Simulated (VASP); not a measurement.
**Mo: single point with r2SCAN**

Mo:

```
Mo
1.0
    -1.57642    1.57642    1.57642
     1.57642   -1.57642    1.57642
     1.57642    1.57642   -1.57642
Mo
1
Cartesian
  0.0000 0.0000 0.0000
```

- Program: VASP 6.6.1
- Task: single point
- Functional: r2SCAN
- Potentials or basis: VASP PAW PBE potentials, release 64 (Mo_sv)
- Cutoff: 520 eV
- k mesh: 23 × 23 × 23
- Occupations: fermi-dirac, width 0.1 eV
- Spin: no spin polarisation

```
Pressure               : 0.6 GPa
Band gap on the k mesh : zero (band 7 reaches 16.50 eV, above the bottom of band 8 at 11.09 eV)
```

Levels at points of the mesh, in eV from the Fermi level:
```tsv
k point	band 5	band 6	band 7	band 8	band 9	band 10
(0.00, 0.00, 0.00)	-7.67	-1.43	-1.43	-1.43	1.90	1.90
```

Wall time 74 s on 1 thread of Intel(R) Xeon(R) 6975P-C (Granite Rapids) (shared host), peak memory 0.18 GiB.

Caveat: the PAW data sets were made with another functional, which shifts forces and pressure a little.
